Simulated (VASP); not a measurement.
# HF in VASP: notebook

HF is run at these levels: PBE+D3(BJ); tasks: single point.

All numbers are computed with VASP 6.6.1; they aren't measurements. Logs are shortened: lines on timing, memory, paths and dates and some standing lists are left out, and cuts for length are marked.

## Step 1: The cell of the first run

The cell holds an amorphous packing of atoms, 12 atoms: a = 5.465 Å, b = 5.465 Å, c = 5.465 Å, α = 90.00°, β = 90.00°, γ = 90.00°.

## Step 2: Single point, PBE+D3(BJ)

INCAR reads:

```
PREC     = Accurate       # precision mode
ENCUT    = 520            # plane-wave cutoff, eV
EDIFF    = 1E-7           # SCF threshold, eV
ISMEAR   = -1             # smearing method
SIGMA    = 0.05           # smearing width, eV
LREAL    = False          # projectors in reciprocal space
LASPH    = True           # aspherical terms in the spheres
NELM     = 100            # most SCF steps
ALGO     = Normal         # electronic algorithm
ISIF     = 2              # what is computed and relaxed
LWAVE    = False          # write WAVECAR
LCHARG   = False          # write CHGCAR
GGA      = PE             # functional
IVDW     = 12             # dispersion correction
NBANDS   = 36             # bands
```

KPOINTS reads:

```
Automatic mesh
0
Gamma
  1 1 1
```

POSCAR reads:

```
HF
1.0
    5.4647890000      0.0000000000      0.0000000000
    0.0000000000      5.4647890000      0.0000000000
    0.0000000000      0.0000000000      5.4647890000
F H
6 6
Direct
    1.1371161814      0.4512525552      0.3769770434
    0.7058278005     -0.2359102977      0.4129162169
    0.3716520437      0.3227572007      0.9765427357
    0.5743680131      0.7885208377      0.9603481488
    0.8217334649      0.2832680274      0.8457600101
    0.3539203435      0.0855293773      0.5117489440
    1.2067986522      0.4158989487      0.2131829793
    0.6252757426     -0.2347208648      0.1404079828
    0.4678497194      0.4383517827      0.8739221222
    0.4023394133      0.9649960868      0.4171066806
    0.7127082125      0.1828432900      0.9175102643
    0.8737208335     -0.2012520520      0.4160453405
```

Potentials or basis: VASP PAW PBE potentials, release 64 (F, H).

On the command line:

```console
cat potpaw_PBE.64/F/POTCAR potpaw_PBE.64/H/POTCAR > POTCAR
mpirun -np 1 vasp_gam > vasp.out
```

OUTCAR:

```text
PREC = Accurate
   ENCUT = 520
   EDIFF = 1E-7
   ISMEAR = -1
   LREAL = False
   LASPH = True
   NELM = 100
   ISIF = 2
   GGA = PE
   IVDW = 12
 IVDW          = 12

 ion  position               nearest neighbor table
   1  0.137  0.451  0.377-   7 0.99
   2  0.706  0.764  0.413-  12 0.94
   3  0.372  0.323  0.977-   9 0.99
   4  0.574  0.789  0.960-   8 1.03
   5  0.822  0.283  0.846-  11 0.90
   6  0.354  0.086  0.512-  10 0.88
   7  0.207  0.416  0.213-   1 0.99
   8  0.625  0.765  0.140-   4 1.03
   9  0.468  0.438  0.874-   3 0.99
  10  0.402  0.965  0.417-   6 0.88
  11  0.713  0.183  0.918-   5 0.90
  12  0.874  0.799  0.416-   2 0.94

  LATTYP: Found a simple cubic cell.
 ALAT       =     5.4647890000

  Lattice vectors:

 A1 = (   5.4647890000,   0.0000000000,   0.0000000000)
 A2 = (   0.0000000000,   5.4647890000,   0.0000000000)
 A3 = (   0.0000000000,   0.0000000000,   5.4647890000)

Analysis of symmetry for initial positions (statically):
=====================================================================
 Subroutine PRICEL returns:
 Original cell was already a primitive cell.

 Routine SETGRP: Setting up the symmetry group for a
 simple cubic supercell.

 Subroutine GETGRP returns: Found  1 space group operations
 (whereof  1 operations were pure point group operations)
 out of a pool of 48 trial point group operations.

The static configuration has the point symmetry C_1 .

Analysis of symmetry for dynamics (positions and initial velocities):
=====================================================================
 Subroutine PRICEL returns:
 Original cell was already a primitive cell.

 Routine SETGRP: Setting up the symmetry group for a
 simple cubic supercell.

 Subroutine GETGRP returns: Found  1 space group operations
 (whereof  1 operations were pure point group operations)
 out of a pool of 48 trial point group operations.

The dynamic configuration has the point symmetry C_1 .

 Subroutine INISYM returns: Found  1 space group operations
 (whereof  1 operations are pure point group operations),
 and found     1 'primitive' translations

----------------------------------------------------------------------------------------

                                     Primitive cell

  volume of cell :     163.2000

  direct lattice vectors                    reciprocal lattice vectors
     5.464789000  0.000000000  0.000000000     0.182989682  0.000000000  0.000000000
     0.000000000  5.464789000  0.000000000     0.000000000  0.182989682  0.000000000
     0.000000000  0.000000000  5.464789000     0.000000000  0.000000000  0.182989682

  length of vectors
     5.464789000  5.464789000  5.464789000     0.182989682  0.182989682  0.182989682

  position of ions in fractional coordinates (direct lattice)
     0.137116181  0.451252555  0.376977043
     0.705827801  0.764089702  0.412916217
     0.371652044  0.322757201  0.976542736
     0.574368013  0.788520838  0.960348149
     0.821733465  0.283268027  0.845760010
     0.353920344  0.085529377  0.511748944
     0.206798652  0.415898949  0.213182979
     0.625275743  0.765279135  0.140407983
     0.467849719  0.438351783  0.873922122
     0.402339413  0.964996087  0.417106681
     0.712708212  0.182843290  0.917510264
     0.873720834  0.798747948  0.416045340

  ion indices of the primitive-cell ions
   primitive index   ion index
                 1           1
                 2           2
                 3           3
                 4           4
                 5           5
                 6           6
                 7           7
                 8           8
                 9           9
                10          10
                11          11
                12          12

----------------------------------------------------------------------------------------

 KPOINTS: Automatic mesh

Automatic generation of k-mesh.
 Grid dimensions read from file:
 generate k-points for:    1    1    1

 Generating k-lattice:

  Cartesian coordinates                     Fractional coordinates (reciprocal lattice)
     0.182989682  0.000000000  0.000000000     1.000000000  0.000000000  0.000000000
     0.000000000  0.182989682  0.000000000     0.000000000  1.000000000  0.000000000
     0.000000000  0.000000000  0.182989682     0.000000000  0.000000000  1.000000000

  Length of vectors
     0.182989682  0.182989682  0.182989682

  Shift w.r.t. Gamma in fractional coordinates (k-lattice)
     0.000000000  0.000000000  0.000000000

 Subroutine IBZKPT returns following result:
 ===========================================

 Found      1 irreducible k-points:

 Following reciprocal coordinates:
            Coordinates               Weight
  0.000000  0.000000  0.000000      1.000000
   k-points           NKPTS =      1   k-points in BZ     NKDIM =      1   number of bands    NBANDS=     36
   number of dos      NEDOS =    301   number of ions     NIONS =     12
   total plane-waves  NPLWV =  74088
   dimension x,y,z NGX =    42 NGY =   42 NGZ =   42
   dimension x,y,z NGXF=    84 NGYF=   84 NGZF=   84
   ions per type =               6   6
   NGX,Y,Z   is equivalent  to a cutoff of  12.78, 12.78, 12.78 a.u.
   NGXF,Y,Z  is equivalent  to a cutoff of  25.55, 25.55, 25.55 a.u.
 SYSTEM =  unknown system
   PREC   = accura    normal or accurate (medium, high low for compatibility)
   ISTART =      0    job   : 0-new  1-cont  2-samecut
   ICHARG =      2    charge: 1-file 2-atom 10-const
   ISPIN  =      1    spin polarized calculation?
   LNONCOLLINEAR =      F non collinear calculations
   LSORBIT =      F    spin-orbit coupling
   LASPH  =      T    aspherical Exc in radial PAW
   ENCUT  =  520.0 eV  38.22 Ry    6.18 a.u.  10.16 10.16 10.16*2*pi/ulx,y,z
   NELM   =    100;   NELMIN=  2; NELMDL= -5     # of ELM steps
   EDIFF  = 0.1E-06   stopping-criterion for ELM
   LREAL  =      F    real-space projection
   EDIFFG = 0.1E-05   stopping-criterion for IOM
   NSW    =      0    number of steps for IOM
   IBRION =     -1    ionic relax: 0-MD 1-quasi-New 2-CG
   NFREE  =      0    steps in history (QN), initial steepest desc. (CG)
   ISIF   =      2    stress and relaxation
   ISYM   =      2    0-nonsym 1-usesym 2-fastsym
   POTIM  = 0.5000    time-step for ionic-motion
   TEBEG  =    0.0;   TEEND  =   0.0 temperature during run
   PSTRESS=    0.0 pullay stress
   NELECT =      48.0000    total number of electrons
   NUPDOWN=      -1.0000    fix difference up-down
   EMIN   =  10.00;   EMAX   =-10.00  energy-range for DOS
   EFERMI =   0.00;   METHOD = LEGACY
   ISMEAR =    -1;   SIGMA  =   0.05  broadening in eV -4-tet -1-fermi 0-gaus
   EFERMI_NEDOS =   21; number of points for ismear=-14 and -15
   IALGO  =     38    algorithm
   IMIX   =      4    mixing-type and parameters
     AMIX     =   0.40;   BMIX     =  1.00
     AMIX_MAG =   1.60;   BMIX_MAG =  1.00
  volume/ion in A,a.u.               =      13.60        91.78
  Fermi-wavevector in a.u.,A,eV,Ry     =   1.088717  2.057378 16.127063  1.185306
  Thomas-Fermi vector in A             =   2.224905
   LORBIT       =      0    0 simple, 1 ext, 2 COOP (PROOUT), +10 PAW based schemes
   GGA     = PE    functional components
   LHFCALC =     F    Hartree Fock is set to
   AEXX    =    0.0000 exact exchange contribution
   IVDW    =    12    specifies the selected vdW correction
   LEPSILON=     F    determine dielectric tensor
   LRPA    =     F    only Hartree local field effects (RPA)
 non-spin polarized calculation
  energy-cutoff  :      520.00
  volume of cell :      163.20
 maximum number of plane-waves:      2193
 NGX is ok and might be reduce to    42
   NGX = 21   NGY = 21   NGZ = 21

 number of electron      48.0000001 magnetization

 Free energy of the ion-electron system (eV)
  ---------------------------------------------------
  ext. energy  EPLUGINS =         0.00000000
  ---------------------------------------------------
  free energy    TOTEN  =       -47.69913011 eV

  energy without entropy =      -47.69913011  energy(sigma->0) =      -47.69913011

 E-fermi :  -4.4501     XC(G=0):  -6.3916

 val. band max:       -5.7132950899   @ k =   0.0000   0.0000   0.0000
 cond. band min:       0.1090786755   @ k =   0.0000   0.0000   0.0000
 fundamental gap:      5.8223737653
 Fermi energy:        -4.4501131672

 k-point     1 :       0.0000    0.0000    0.0000
  band No.  band energies     occupation
      1     -28.9913      2.00000
      2     -27.6163      2.00000
      3     -27.4058      2.00000
      4     -27.1645      2.00000
      5     -26.7305      2.00000
      6     -26.1384      2.00000
[... 28 lines left out ...]
     35       8.8111      0.00000
     36       9.1749      0.00000

------------------------ aborting loop because EDIFF is reached ----------------------------------------

 Edisp (eV)   -0.27931

 E8    (eV) :    -0.0559

  FORCE on cell =-STRESS in cart. coord.  units (eV):
  Direction    XX          YY          ZZ          XY          YZ          ZX
  --------------------------------------------------------------------------------------
  -------------------------------------------------------------------------------------
  Total       2.58730     2.88246    -2.09706    -1.63493     1.34866    -1.15056
  in kB      25.40019    28.29782   -20.58736   -16.05050    13.24012   -11.29537
  external pressure =       11.04 kB  Pullay stress =        0.00 kB

 VOLUME and BASIS-vectors are now :
 -----------------------------------------------------------------------------
  energy-cutoff  :      520.00
  volume of cell :      163.20
      direct lattice vectors                 reciprocal lattice vectors
     5.464789000  0.000000000  0.000000000     0.182989682  0.000000000  0.000000000
     0.000000000  5.464789000  0.000000000     0.000000000  0.182989682  0.000000000
     0.000000000  0.000000000  5.464789000     0.000000000  0.000000000  0.182989682

 POSITION                                       TOTAL-FORCE (eV/Angst)
 -----------------------------------------------------------------------------------
      0.74931      2.46600      2.06010         0.163614      0.559139     -1.627972
      3.85720      4.17559      2.25650        -0.362219     -0.183546     -0.368422
      2.03100      1.76380      5.33660         0.726227      1.219596     -0.793502
      3.13880      4.30910      5.24810         0.534181     -0.255855      2.424555
      4.49060      1.54800      4.62190         1.929514      1.655234     -1.276199
      1.93410      0.46740      2.79660        -1.356285      2.849467      2.539181
      1.13011      2.27280      1.16500        -0.424284      0.156097      1.329004
      3.41700      4.18209      0.76730        -0.497456      0.156930     -2.320295
      2.55670      2.39550      4.77580        -1.050593     -0.878453      1.114916
      2.19870      5.27350      2.27940         1.436731     -3.205106     -2.306105
      3.89480      0.99920      5.01400        -1.805101     -1.948385      1.071217
      4.77470      4.36499      2.27360         0.705671     -0.125117      0.213623
 -----------------------------------------------------------------------------------
    total drift:                               -0.000444      0.000155      0.000207

  FREE ENERGIE OF THE ION-ELECTRON SYSTEM (eV)
  ---------------------------------------------------
  free  energy   TOTEN  =       -47.9784399317 eV

  energy  without entropy=      -47.9784399316  energy(sigma->0) =      -47.97843993
```

Run time: 15 s. Hardware: 1 thread of Intel Xeon Platinum 8375C at 2.90GHz (Ice Lake), shared host; peak memory 0.24 GiB.

Results:

| Item | Value |
| --- | --- |
| Free energy | -47.9784 eV |
| Pressure | 1.1 GPa |
| Largest force | 4.202 eV/Å |
| Band gap on the k mesh | 5.82 eV |
| Dispersion energy per atom | -0.023 eV |

Forces in eV/Å, atoms in the order of the input:
```
F    0.164  0.559 -1.628
F   -0.362 -0.184 -0.368
F    0.726  1.220 -0.794
F    0.534 -0.256  2.425
F    1.930  1.655 -1.276
F   -1.356  2.849  2.539
H   -0.424  0.156  1.329
H   -0.497  0.157 -2.320
H   -1.051 -0.878  1.115
H    1.437 -3.205 -2.306
H   -1.805 -1.948  1.071
H    0.706 -0.125  0.214
```

Levels at points of the mesh, in eV from the valence-band top:
```csv
k point,band 21,band 22,band 23,band 24,band 25,band 26,band 27,band 28
"(0.00, 0.00, 0.00)",-0.83,-0.66,-0.42,0.00,5.82,9.20,10.49,10.77
```

Caveat: the k points lie up to 1.15 Å⁻¹ apart.

## Step 3: Single point, PBE+D3(BJ)

INCAR reads:

```
SYSTEM = HF
  PREC = Accurate
  ENCUT = 520
  EDIFF = 1E-7
  ISMEAR = -1
  SIGMA = 0.05
  LREAL = .False.
  LASPH = .True.
  NELM = 100
  ALGO = Normal
  ISIF = 2
  LWAVE = .False.
  LCHARG = .False.
  GGA = PE
  IVDW = 12
  NBANDS = 36
```

KPOINTS reads:

```
regular mesh
0
Gamma
  1 1 1
  0 0 0
```

POSCAR reads:

```
HF
1.0
    5.4647890000      0.0000000000      0.0000000000
    0.0000000000      5.4647890000      0.0000000000
    0.0000000000      0.0000000000      5.4647890000
F H
6 6
Direct
    1.1120831930      0.4988298725      0.3124182837
    0.8050082080     -0.2319577206      0.3829974039
    0.3807283319      0.3575984361      0.9761218594
    0.6006819293      0.7708440344      0.9628551075
    0.8446437731      0.2127987009      0.8771061426
    0.3321811693     -0.0426365959      0.3089048818
    1.2209254557      0.4782069353      0.1579749923
    0.6833932655     -0.2250407106      0.1325760244
    0.5335430151      0.4236760102      0.9390847478
    0.4348200818      0.9764695398      0.1731814348
    0.7898932603      0.3061051396      0.7552350146
    0.9801842304     -0.2599551419      0.3582389000
```

Potentials or basis: VASP PAW PBE potentials, release 64 (F, H).

On the command line:

```console
cat potpaw_PBE.64/F/POTCAR potpaw_PBE.64/H/POTCAR > POTCAR
mpirun -np 1 vasp_gam > vasp.out
```

Run time: 18 s. Hardware: 1 thread of Intel Xeon Platinum 8375C at 2.90GHz (Ice Lake), shared host; peak memory 0.23 GiB.

Results (log left out):

```yaml
Free_energy: -48.2540 eV
Pressure: 1.4 GPa
Largest_force: 3.459 eV/Å
Band_gap_on_the_k_mesh: 6.44 eV
Dispersion_energy_per_atom: -0.023 eV
```

Forces in eV/Å, atoms in the order of the input:
```
F    1.686 -0.430 -1.843
F   -0.386  0.853 -0.207
F   -1.194 -0.685  0.073
F    0.878 -0.059  1.670
F    1.006 -1.609  2.507
F   -0.458  0.215  0.640
H   -1.053 -0.079  1.864
H   -0.205 -0.280 -1.234
H    0.703  0.874  0.144
H   -0.023  0.075 -0.624
H   -0.661  1.668 -2.957
H   -0.294 -0.543 -0.033
```

Stress tensor (GPa, compression positive):
```
 2.68 -1.12 -0.55
-1.12  2.31 -1.12
-0.55 -1.12 -0.90
```

Levels at points of the mesh, in eV from the valence-band top:
| k point | band 21 | band 22 | band 23 | band 24 | band 25 | band 26 | band 27 | band 28 |
| --- | --- | --- | --- | --- | --- | --- | --- | --- |
| (0.00, 0.00, 0.00) | -0.60 | -0.34 | -0.27 | 0.00 | 6.44 | 10.10 | 11.21 | 11.43 |

Caveat: the k points lie up to 1.15 Å⁻¹ apart.
